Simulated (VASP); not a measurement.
Set up this calculation in VASP 6.6.1, as the native input.

```
Task                   : single point
Functional             : r2SCAN
Potentials or basis    : VASP PAW PBE potentials, release 64 (Ti_sv, Rh_pv)
Cutoff                 : 520 eV
k mesh                 : 12 × 12 × 12
Occupations            : fermi-dirac, width 0.08 eV
Spin                   : no spin polarisation
Dipole correction      : no
Further INCAR settings : ALGO = Normal; EDIFF = 1e-07; NBANDS = 20
```

TiRh:

```
Ti Rh
1.0
     3.09093    0.00000    0.00000
     0.00000    3.09093    0.00000
     0.00000    0.00000    3.09093
Ti Rh
1 1
Direct
  0.50000 0.50000 0.50000
  0.00000 0.00000 0.00000
```

These files were run (other wordings do the same):

POSCAR

```
TiRh
1.0
    3.0909271308      0.0000000000      0.0000000000
    0.0000000000      3.0909271308      0.0000000000
    0.0000000000      0.0000000000      3.0909271308
Ti Rh
1 1
Direct
    0.5000000000      0.5000000000      0.5000000000
    0.0000000000      0.0000000000      0.0000000000
```

INCAR.step1

```
SYSTEM = TiRh
  PREC = Accurate
  ENCUT = 520
  ISMEAR = -1
  SIGMA = 0.08
  LREAL = .FALSE.
  LASPH = .TRUE.
  NELM = 80
  NBANDS = 20
  GGA = PE
  ALGO = Normal
  EDIFF = 1E-4
  LWAVE = .TRUE.
  LCHARG = .FALSE.
```

INCAR.step2

```
SYSTEM = TiRh
  PREC = Accurate
  ENCUT = 520
  EDIFF = 1E-7
  ISMEAR = -1
  SIGMA = 0.08
  LREAL = .FALSE.
  LASPH = .TRUE.
  NELM = 80
  ALGO = Normal
  ISIF = 2
  LWAVE = .FALSE.
  LCHARG = .TRUE.
  METAGGA = R2SCAN
  LMIXTAU = .TRUE.
  LELF = .TRUE.
  LVHAR = .TRUE.
  NBANDS = 20
  ISTART = 1
```

KPOINTS

```
Automatic mesh
0
G
  12 12 12
  0 0 0
```

Potentials or basis: VASP PAW PBE potentials, release 64 (Ti_sv, Rh_pv).

Run with:

```sh
$ cat potpaw_PBE.64/Ti_sv/POTCAR potpaw_PBE.64/Rh_pv/POTCAR > POTCAR
$ cp INCAR.step1 INCAR
$ mpirun -np 1 vasp_std > vasp.out
$ cp INCAR.step2 INCAR
$ mpirun -np 1 vasp_std > vasp.out
```

It gave:

The pressure is 0.9 GPa.

Caveat: the PAW data sets were made with another functional, which shifts forces and pressure a little.

Wall time 110 s on 1 thread of Intel(R) Xeon(R) Platinum 8488C (Sapphire Rapids), on a shared host, peak memory 0.18 GiB.
